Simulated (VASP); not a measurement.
Runs of VASP 6.6.1 on AlN. The structure is that of space group F-43m (No. 216), or close to it. The cells are those of the table. 

| cell | gap on the mesh (eV) | pressure (GPa) |
| --- | --- | --- |
| a = 3.135, b = 3.135, c = 3.089 Å, angles 60.5, 60.5, 59.0°, 2 atoms | 3.22 | -1.5 |
| a = 3.112, b = 3.112, c = 3.089 Å, angles 60.2, 60.2, 59.5°, 2 atoms | 3.27 | 1.4 |
| a = 3.043, b = 3.043, c = 3.089 Å, angles 59.5, 59.5, 61.0°, 2 atoms | 3.16 | (a) |
| a = 3.066, b = 3.066, c = 3.089 Å, angles 59.8, 59.8, 60.5°, 2 atoms | 3.24 | 7.7 |
| a = 3.089 Å, angles 60.0°, 2 atoms | (b) | 4.5 |

Alike in all rows: task single point; level PBE; potentials or basis VASP PAW PBE potentials, release 64 (Al, N); no spin polarisation; k mesh 8 × 8 × 8; cutoff (eV) 600; smearing fermi-dirac 0.05 eV.

**Question.** Fill in the values left out.

**Answer.** (a) 11.2; (b) 3.32.

A k mesh can miss the band edges.
